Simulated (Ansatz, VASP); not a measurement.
One calculation of HfO2, two programs

File POSCAR:

```
HfO2
1.0
    0.0000000000      2.6214375000      2.4296250000
    2.6214375000      0.0000000000      2.4296250000
    2.6214375000      2.6214375000      0.0000000000
Hf O
1 2
Direct
    0.0000000000      0.0000000000      0.0000000000
    0.2500000000      0.2500000000      0.2500000000
    0.7500000000      0.7500000000      0.7500000000
```

INCAR.step1

```
  PREC = Accurate
  ENCUT = 520
  ISMEAR = 0
  SIGMA = 0.05
  LREAL = False
  LASPH = True
  NELM = 80
  NBANDS = 18
  GGA = PE
  ALGO = Normal
  EDIFF = 1E-4
  LWAVE = True
  LCHARG = False
```

Contents of INCAR.step2:

```
  PREC = Accurate
  ENCUT = 520
  EDIFF = 1E-6
  ISMEAR = 0
  SIGMA = 0.05
  LREAL = False
  LASPH = True
  NELM = 80
  ALGO = Normal
  ISIF = 2
  LWAVE = False
  LCHARG = True
  METAGGA = R2SCAN
  LMIXTAU = True
  LELF = True
  LVHAR = True
  NBANDS = 18
  ISTART = 1
```

KPOINTS

```
regular mesh
0
Gamma
  8 8 8
```

Input for Ansatz:

```yaml
crystal:
  lattice:
    - [0.0, 2.6214375, 2.429625]
    - [2.6214375, 0.0, 2.429625]
    - [2.6214375, 2.6214375, 0.0]
  atoms:
    - { symbol: Hf, position: [0.0, 0.0, 0.0] }
    - { symbol: O, position: [0.25, 0.25, 0.25] }
    - { symbol: O, position: [0.75, 0.75, 0.75] }
basis:
  ecutwfc: 500
kpoints:
  mp_grid: { grid: [8, 8, 8] }
hamiltonian:
  xc: r2scan
scf:
  occupations: { method: gaussian, width: 0.05 }
output:
  forces: true
  stress: true
  eigenvalues: true
```

Change from the starting cell: strain +0.025 along x and y, -0.050 along z, atoms carried along.

Alike in both runs: task single point; functional r2SCAN; k mesh 8 × 8 × 8; occupations gaussian, width 0.05 eV; no spin polarisation.

```csv
,VASP,Ansatz
version,VASP 6.6.1,Ansatz 0.2.0
potentials or method,"VASP PAW PBE potentials, release 64 (Hf_pv, O), cutoff 520 eV","scalar-relativistic, plane waves, PAW"
valence electrons in the cell,22,38
```

Ansatz gave:

| Property | Result |
| --- | --- |
| gap on the k mesh at the Fermi level (eV) | 3.33 |
| least direct gap on the mesh (eV) | 3.52 |
| pressure (GPa) | -7.7 |
| traceless stress, the component that is largest in VASP (GPa) | 23.90 |

Task: Estimate VASP's values.

Result: gap on the k mesh at the Fermi level (eV): 3.32; least direct gap on the mesh (eV): 3.52; pressure (GPa): -11.2; traceless stress, the component that is largest in VASP (GPa): 24.26.

VASP's potentials were made for PBE, not for r2SCAN. VASP's potentials hold 22 valence electrons a cell and Ansatz's 38, so a difference there can come from the potentials and not from the codes.

Spin-orbit coupling is off throughout.
